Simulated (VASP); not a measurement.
# Na (I4/mmm) in VASP: a series of runs

The runs below take Na through single point, with PBE, LDA.

Program: VASP 6.6.1. These are calculated values, not measurements. Logs are shortened: lines on timing, memory, paths and dates and some standing lists are left out, and cuts for length are marked.

## Step 1: The cell of the first run

Symmetry: I4/mmm, No. 139, tetragonal system. Conventional cell: a = 3.777 Å, b = 3.777 Å, c = 5.275 Å, α = 90.00°, β = 90.00°, γ = 90.00°. Na (site symmetry 4/mmm) has 12 Na at 3.75 to 3.78 Å within 4.9 Å.

## Step 2: Single point, PBE

INCAR reads:

```
PREC     = Accurate       # precision mode
ENCUT    = 520            # plane-wave cutoff, eV
EDIFF    = 1E-6           # SCF threshold, eV
ISMEAR   = 0              # smearing method
SIGMA    = 0.02           # smearing width, eV
LREAL    = F              # projectors in reciprocal space
LASPH    = T              # aspherical terms in the spheres
NELM     = 80             # most SCF steps
ALGO     = Normal         # electronic algorithm
ISIF     = 2              # what is computed and relaxed
LWAVE    = F              # write WAVECAR
LCHARG   = T              # write CHGCAR
GGA      = PE             # functional
LELF     = T              # ELF
LVHAR    = T            
NBANDS   = 10             # bands
```

KPOINTS reads:

```
regular mesh
0
Gamma
  10 10 10
```

POSCAR reads:

```
Na
1.0
   -1.8882910800      1.8882910800      2.6372766800
    1.8882910800     -1.8882910800      2.6372766800
    1.8882910800      1.8882910800     -2.6372766800
Na
1
Direct
    0.0000000000      0.0000000000      0.0000000000
```

Potentials or basis: VASP PAW PBE potentials, release 64 (Na_pv).

Run with:

```sh
$ cat potpaw_PBE.64/Na_pv/POTCAR > POTCAR
$ mpirun -np 1 vasp_std > vasp.out
```

OUTCAR:

```text
PREC = Accurate
   ENCUT = 520
   EDIFF = 1E-6
   ISMEAR = 0
   LREAL = F
   LASPH = T
   NELM = 80
   ISIF = 2
   GGA = PE

 ion  position               nearest neighbor table
   1  0.000  0.000  0.000-

  LATTYP: Found a body centered tetragonal cell.
 ALAT       =     3.7765821600
 C/A-ratio  =     1.3966473220

  Lattice vectors:

 A1 = (  -1.8882910800,   1.8882910800,   2.6372766800)
 A2 = (   1.8882910800,  -1.8882910800,   2.6372766800)
 A3 = (   1.8882910800,   1.8882910800,  -2.6372766800)

Analysis of symmetry for initial positions (statically):
=====================================================================
 Subroutine PRICEL returns:
 Original cell was already a primitive cell.

 Routine SETGRP: Setting up the symmetry group for a
 body centered tetragonal supercell.

 Subroutine GETGRP returns: Found 16 space group operations
 (whereof 16 operations were pure point group operations)
 out of a pool of 16 trial point group operations.

The static configuration has the point symmetry D_4h.

Analysis of symmetry for dynamics (positions and initial velocities):
=====================================================================
 Subroutine PRICEL returns:
 Original cell was already a primitive cell.

 Routine SETGRP: Setting up the symmetry group for a
 body centered tetragonal supercell.

 Subroutine GETGRP returns: Found 16 space group operations
 (whereof 16 operations were pure point group operations)
 out of a pool of 16 trial point group operations.

The dynamic configuration has the point symmetry D_4h.

 Subroutine INISYM returns: Found 16 space group operations
 (whereof 16 operations are pure point group operations),
 and found     1 'primitive' translations

----------------------------------------------------------------------------------------

                                     Primitive cell

  volume of cell :      37.6144

  direct lattice vectors                    reciprocal lattice vectors
    -1.888291080  1.888291080  2.637276680     0.000000000  0.264789685  0.189589512
     1.888291080 -1.888291080  2.637276680     0.264789685  0.000000000  0.189589512
     1.888291080  1.888291080 -2.637276680     0.264789685  0.264789685  0.000000000

  length of vectors
     3.753200593  3.753200593  3.753200593     0.325665105  0.325665105  0.374469164

  position of ions in fractional coordinates (direct lattice)
     0.000000000  0.000000000  0.000000000
[... 80 lines left out ...]
   IBRION =     -1    ionic relax: 0-MD 1-quasi-New 2-CG
   NFREE  =      0    steps in history (QN), initial steepest desc. (CG)
   ISIF   =      2    stress and relaxation
   ISYM   =      2    0-nonsym 1-usesym 2-fastsym
   POTIM  = 0.5000    time-step for ionic-motion
   TEBEG  =    0.0;   TEEND  =   0.0 temperature during run
   PSTRESS=    0.0 pullay stress
   NELECT =       7.0000    total number of electrons
   NUPDOWN=      -1.0000    fix difference up-down
   EMIN   =  10.00;   EMAX   =-10.00  energy-range for DOS
   EFERMI =   0.00;   METHOD = LEGACY
   ISMEAR =     0;   SIGMA  =   0.02  broadening in eV -4-tet -1-fermi 0-gaus
   EFERMI_NEDOS =   21; number of points for ismear=-14 and -15
   IALGO  =     38    algorithm
   IMIX   =      4    mixing-type and parameters
     AMIX     =   0.40;   BMIX     =  1.00
     AMIX_MAG =   1.60;   BMIX_MAG =  1.00
  volume/ion in A,a.u.               =      37.61       253.83
  Fermi-wavevector in a.u.,A,eV,Ry     =   0.934666  1.766262 11.886050  0.873600
  Thomas-Fermi vector in A             =   2.061494
   LORBIT       =      0    0 simple, 1 ext, 2 COOP (PROOUT), +10 PAW based schemes
   GGA     = PE    functional components
   LHFCALC =     F    Hartree Fock is set to
   AEXX    =    0.0000 exact exchange contribution
   IVDW    =     0    specifies the selected vdW correction
   LEPSILON=     F    determine dielectric tensor
   LRPA    =     F    only Hartree local field effects (RPA)
 non-spin polarized calculation
 Gauss-broadening in eV      SIGMA  =   0.02
  energy-cutoff  :      520.00
  volume of cell :       37.61
 maximum number of plane-waves:      1025
   NGX = 13   NGY = 13   NGZ = 13

 number of electron       6.9999993 magnetization

 Free energy of the ion-electron system (eV)
  ---------------------------------------------------
  ext. energy  EPLUGINS =         0.00000000
  ---------------------------------------------------
  free energy    TOTEN  =        -1.30994667 eV

  energy without entropy =       -1.30955239  energy(sigma->0) =       -1.30974953

 E-fermi :   0.1866     XC(G=0):  -6.4641

 val. band max:        0.1741471503   @ k =   0.5000   0.2000   0.1000
 cond. band min:       0.1913349502   @ k =   0.4000   0.1000   0.0000
 fundamental gap:      0.0171877999
 Fermi energy:         0.1865947491

 k-point     1 :       0.0000    0.0000    0.0000
  band No.  band energies     occupation
      1     -24.6218      2.00000
      2     -24.6212      2.00000
      3     -24.6212      2.00000
      4      -2.9613      2.00000
      5      11.2803      0.00000
      6      11.2803      0.00000
      7      11.3225      0.00000
      8      12.3823      0.00000
      9      12.8247      0.00000
     10      12.8249      0.00000
[... 287 lines left out ...]
 k-point    24 :       0.4000    0.3000    0.0000
  band No.  band energies     occupation
      1     -24.6469      2.00000
      2     -24.6400      2.00000
      3     -24.6298      2.00000
      4       2.0100      0.00000
      5       2.4404      0.00000
      6       4.3879      0.00000
      7       8.2554      0.00000
      8       8.9225      0.00000
      9      14.5968      0.00000
     10      15.7591      0.00000

 [... further k-points ...]

------------------------ aborting loop because EDIFF is reached ----------------------------------------

  FORCE on cell =-STRESS in cart. coord.  units (eV):
  Direction    XX          YY          ZZ          XY          YZ          ZX
  --------------------------------------------------------------------------------------
  -------------------------------------------------------------------------------------
  Total        0.0016486      0.0016486     -0.1070596      0.0000000      0.0000000      0.0000000
  in kB        0.0702239      0.0702239     -4.5601849      0.0000000      0.0000000      0.0000000
  external PRESSURE =      -1.4732457 kB  Pullay stress =       0.0000000 kB

 VOLUME and BASIS-vectors are now :
 -----------------------------------------------------------------------------
  energy-cutoff  :      520.00
  volume of cell :       37.61
      direct lattice vectors                 reciprocal lattice vectors
    -1.888291080  1.888291080  2.637276680     0.000000000  0.264789685  0.189589512
     1.888291080 -1.888291080  2.637276680     0.264789685  0.000000000  0.189589512
     1.888291080  1.888291080 -2.637276680     0.264789685  0.264789685  0.000000000

 POSITION                                       TOTAL-FORCE (eV/Angst)
 -----------------------------------------------------------------------------------
      0.00000      0.00000      0.00000         0.000000      0.000000      0.000000
 -----------------------------------------------------------------------------------
    total drift:                               -0.000000     -0.000000     -0.000000

  FREE ENERGIE OF THE ION-ELECTRON SYSTEM (eV)
  ---------------------------------------------------
  free  energy   TOTEN  =        -1.3099466674 eV

  energy  without entropy=       -1.3095523934  energy(sigma->0) =       -1.30974953
```

stdout:

```text
POSCAR found type information on POSCAR Na
 POSCAR found :  1 types and       1 ions
 scaLAPACK will be used
 LDA part: xc-table for (Slater+PW92), standard interpolation
 POSCAR, INCAR and KPOINTS ok, starting setup
 FFT: planning ... GRIDC
 FFT: planning ... GRID_SOFT
 FFT: planning ... GRID
 WAVECAR not read
 entering main loop
```

Run time: 32 s. Hardware: 1 thread of Intel Xeon Platinum 8259CL at 2.50GHz (Skylake/Cascade Lake), shared host; peak memory 0.16 GiB.

Results:

```
Free energy            : -1.3099 eV
Pressure               : -0.1 GPa
Band gap on the k mesh : zero (an odd number of electrons rules out a gap without spin polarisation)
```

Levels at points of the mesh, in eV from the Fermi level:
| k point | band 1 | band 2 | band 3 | band 4 | band 5 | band 6 | band 7 | band 8 |
| --- | --- | --- | --- | --- | --- | --- | --- | --- |
| (0.00, 0.00, 0.00) | -24.81 | -24.81 | -24.81 | -3.15 | 11.09 | 11.09 | 11.14 | 12.20 |
| (0.50, 0.00, 0.00) | -24.84 | -24.81 | -24.81 | 0.65 | 1.05 | 10.07 | 10.23 | 11.08 |
| (0.50, 0.50, 0.00) | -24.84 | -24.82 | -24.82 | 1.81 | 2.35 | 6.36 | 7.21 | 7.22 |
| (0.50, 0.50, 0.50) | -24.84 | -24.82 | -24.82 | 1.94 | 2.48 | 6.26 | 7.08 | 7.08 |

## Step 3: Single point, LDA

INCAR reads:

```
SYSTEM = Na
ALGO     = Normal         ! electronic algorithm
EDIFF    = 1E-6           ! SCF threshold, eV
ENCUT    = 520            ! plane-wave cutoff, eV
GGA      = CA             ! functional
ISIF     = 2              ! what is computed and relaxed
ISMEAR   = 1              ! smearing method
LASPH    = .True.         ! aspherical terms in the spheres
LCHARG   = .True.         ! write CHGCAR
LELF     = .True.         ! ELF
LREAL    = .False.        ! projectors in reciprocal space
LVHAR    = .True.       
LWAVE    = .False.        ! write WAVECAR
NBANDS   = 10             ! bands
NELM     = 100            ! most SCF steps
PREC     = Accurate       ! precision mode
SIGMA    = 0.2            ! smearing width, eV
```

KPOINTS reads:

```
k-points
0
Gamma
  10 10 10
  0 0 0
```

POSCAR is that of step 2.

Potentials or basis: VASP PAW LDA potentials, release 64 (Na_pv).

Run with:

```sh
$ cat potpaw_LDA.64/Na_pv/POTCAR > POTCAR
$ mpirun -np 1 vasp_std > vasp.out
```

OUTCAR:

```text
SYSTEM = Na
   EDIFF = 1E-6
   ENCUT = 520
   GGA = CA
   ISIF = 2
   ISMEAR = 1
   LASPH = .True.
   LREAL = .False.
   NELM = 100
   PREC = Accurate

 ion  position               nearest neighbor table
   1  0.000  0.000  0.000-

  LATTYP: Found a body centered tetragonal cell.
 ALAT       =     3.7765821600
 C/A-ratio  =     1.3966473220

  Lattice vectors:

 A1 = (  -1.8882910800,   1.8882910800,   2.6372766800)
 A2 = (   1.8882910800,  -1.8882910800,   2.6372766800)
 A3 = (   1.8882910800,   1.8882910800,  -2.6372766800)

Analysis of symmetry for initial positions (statically):
=====================================================================
 Subroutine PRICEL returns:
 Original cell was already a primitive cell.

 Routine SETGRP: Setting up the symmetry group for a
 body centered tetragonal supercell.

 Subroutine GETGRP returns: Found 16 space group operations
 (whereof 16 operations were pure point group operations)
 out of a pool of 16 trial point group operations.

The static configuration has the point symmetry D_4h.

Analysis of symmetry for dynamics (positions and initial velocities):
[... 163 lines left out ...]

 k-point     1 :       0.0000    0.0000    0.0000
  band No.  band energies     occupation
      1     -24.8326      2.00000
      2     -24.8325      2.00000
      3     -24.8325      2.00000
      4      -3.1328      2.00000
      5      11.0578      0.00000
      6      11.0578      0.00000
      7      11.1049      0.00000
      8      12.3200      0.00000
      9      12.5256      0.00000
     10      12.5313      0.00000
[... 287 lines left out ...]
 k-point    24 :       0.4000    0.3000    0.0000
  band No.  band energies     occupation
      1     -24.8587      2.00000
      2     -24.8516      2.00000
      3     -24.8411      2.00000
      4       1.8643     -0.00000
      5       2.2409     -0.00000
      6       4.1943      0.00000
      7       8.0218      0.00000
      8       8.7016      0.00000
      9      14.3134      0.00000
     10      15.4777      0.00000

 [... further k-points ...]

------------------------ aborting loop because EDIFF is reached ----------------------------------------

  FORCE on cell =-STRESS in cart. coord.  units (eV):
  Direction    XX          YY          ZZ          XY          YZ          ZX
  --------------------------------------------------------------------------------------
  -------------------------------------------------------------------------------------
  Total       -0.2077697     -0.2077697     -0.2114822      0.0000000      0.0000000      0.0000000
  in kB       -8.8499156     -8.8499156     -9.0080491      0.0000000      0.0000000      0.0000000
  external PRESSURE =      -8.9026268 kB  Pullay stress =       0.0000000 kB

 VOLUME and BASIS-vectors are now :
 -----------------------------------------------------------------------------
  energy-cutoff  :      520.00
  volume of cell :       37.61
      direct lattice vectors                 reciprocal lattice vectors
    -1.888291080  1.888291080  2.637276680     0.000000000  0.264789685  0.189589512
     1.888291080 -1.888291080  2.637276680     0.264789685  0.000000000  0.189589512
     1.888291080  1.888291080 -2.637276680     0.264789685  0.264789685  0.000000000

 POSITION                                       TOTAL-FORCE (eV/Angst)
 -----------------------------------------------------------------------------------
      0.00000      0.00000      0.00000        -0.000000      0.000000      0.000000
 -----------------------------------------------------------------------------------
    total drift:                               -0.000000     -0.000000     -0.000000

  FREE ENERGIE OF THE ION-ELECTRON SYSTEM (eV)
  ---------------------------------------------------
  free  energy   TOTEN  =        -1.4423283715 eV

  energy  without entropy=       -1.4400820814  energy(sigma->0) =       -1.44157961
```

stdout:

```text
POSCAR found type information on POSCAR Na
 POSCAR found :  1 types and       1 ions
 scaLAPACK will be used
 LDA part: xc-table for (Slater(with rela. corr.)+CA(PZ))
 , standard interpolation
 POSCAR, INCAR and KPOINTS ok, starting setup
 FFT: planning ... GRIDC
 FFT: planning ... GRID_SOFT
 FFT: planning ... GRID
 WAVECAR not read
 entering main loop
```

Wall time 32 s (1 thread of Intel Xeon Platinum 8259CL at 2.50GHz (Skylake/Cascade Lake), shared host); peak memory 0.15 GiB.

Results:

```yaml
Free_energy: -1.4423 eV
Pressure: -0.9 GPa
Band_gap_on_the_k_mesh: zero (an odd number of electrons rules out a gap without spin polarisation)
```
